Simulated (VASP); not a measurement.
Input of a VASP 6.6.1 run:

POSCAR

```
ScAl3
1.0
    4.1415996674      0.0000000000      0.0000000000
    0.0000000000      4.1415996674      0.0000000000
    0.0000000000      0.0000000000      4.1415996674
Sc Al
1 3
Direct
    0.0000000000      0.0000000000      0.0000000000
    0.5000000000      0.0000000000      0.5000000000
    0.0000000000      0.5000000000      0.5000000000
    0.5000000000      0.5000000000      0.0000000000
```

File INCAR.step1:

```
SYSTEM = ScAl3
ALGO = Normal
EDIFF = 1E-4
ENCUT = 520
GGA = PE
ISMEAR = -1
LASPH = .TRUE.
LCHARG = .FALSE.
LREAL = .FALSE.
LWAVE = .TRUE.
NBANDS = 18
NELM = 100
PREC = Accurate
SIGMA = 0.1
```

INCAR.step2

```
SYSTEM = ScAl3
ALGO = Normal
EDIFF = 1E-6
ENCUT = 520
ISIF = 2
ISMEAR = -1
ISTART = 1
LASPH = .TRUE.
LCHARG = .FALSE.
LMIXTAU = .TRUE.
LREAL = .FALSE.
LWAVE = .FALSE.
METAGGA = R2SCAN
NBANDS = 18
NELM = 100
PREC = Accurate
SIGMA = 0.1
```

Contents of KPOINTS:

```
k-points
0
G
  7 7 7
  0 0 0
```

Potentials or basis: VASP PAW PBE potentials, release 64 (Sc_sv, Al).

The run is started by

```sh
$ cat potpaw_PBE.64/Sc_sv/POTCAR potpaw_PBE.64/Al/POTCAR > POTCAR
$ cp INCAR.step1 INCAR
$ mpirun -np 1 vasp_std > vasp.out
$ cp INCAR.step2 INCAR
$ mpirun -np 1 vasp_std > vasp.out
```

(1) Estimate the pressure.

(2) What does it give for the band gap on the k mesh?

Answers

(1) -3.5 GPa.

(2) zero (bands 10 and 11 overlap by 3.77 eV).

Caveat: the cell stands under tension; the PAW data sets were made with another functional, which shifts forces and pressure a little.
